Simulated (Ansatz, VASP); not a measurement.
## One calculation of Bi, two programs

File INCAR:

```
PREC = Accurate ; ENCUT = 520
EDIFF = 1E-7 ; ISMEAR = 1
SIGMA = 0.01 ; LREAL = F
LASPH = T ; NELM = 150
ALGO = Normal ; ISIF = 2
LWAVE = F ; LCHARG = F
ISPIN = 2 ; MAGMOM = 1
LORBIT = 11 ; NUPDOWN = 1.0
GGA = RE ; NBANDS = 18
```

The input KPOINTS:

```
Automatic mesh
0
Gamma
  9 9 9
```

Contents of POSCAR:

```
Bi
1.0
   -1.9814305318      1.9814305318      1.9814305318
    1.9814305318     -1.9814305318      1.9814305318
    1.9814305318      1.9814305318     -1.9814305318
Bi
1
Direct
    0.0000000000      0.0000000000      0.0000000000
```

The input input.yaml:

```yaml
crystal:
  lattice:
    - [-1.9814305318, 1.9814305318, 1.9814305318]
    - [1.9814305318, -1.9814305318, 1.9814305318]
    - [1.9814305318, 1.9814305318, -1.9814305318]
  atoms:
    - { symbol: Bi, position: [0.0, 0.0, 0.0], spin: 1.0 }
kpoints:
  mp_grid: { grid: [9, 9, 9] }
scf:
  occupations: { method: cold, width: 0.01 }
hamiltonian:
  xc: revpbe
  pseudopotentials: { kind: all_electron, lapw: { basis_error: 0.001 } }
magnetization:
  spin_polarized: true
  initial_magnetization: 1.0
  spin_locking: { lock_magnetization: hard }
output:
  forces: true
  stress: true
  eigenvalues: true
  dos: { projected: false, de: 0.2, e_range: [-20, 10] }
```

Alike in both runs: functional revPBE; k mesh 9 × 9 × 9; collinear spin; fixed moment 1 μB.

|  | VASP | Ansatz |
| --- | --- | --- |
| version | VASP 6.6.1 | Ansatz 0.2.0 |
| potentials or method | VASP PAW PBE potentials, release 64 (Bi_d), cutoff 520 eV | all-electron LAPW, scalar-relativistic |
| occupations | methfessel-paxton of order 1, width 0.01 eV | cold, width 0.01 eV |
| task | single point | density of states |

```tsv
	VASP	Ansatz	Ansatz less VASP
pressure (GPa)	5.9	6.0	+0.07
size of the moment on the site where the two differ most (μB)	0.51	0.80	+0.291
```

VASP's potentials were made for PBE, not for revPBE. Site moments also hang on the region over which each program counts them. Ansatz ran all-electron here, and VASP with PAW potentials.

Spin-orbit coupling is off throughout.
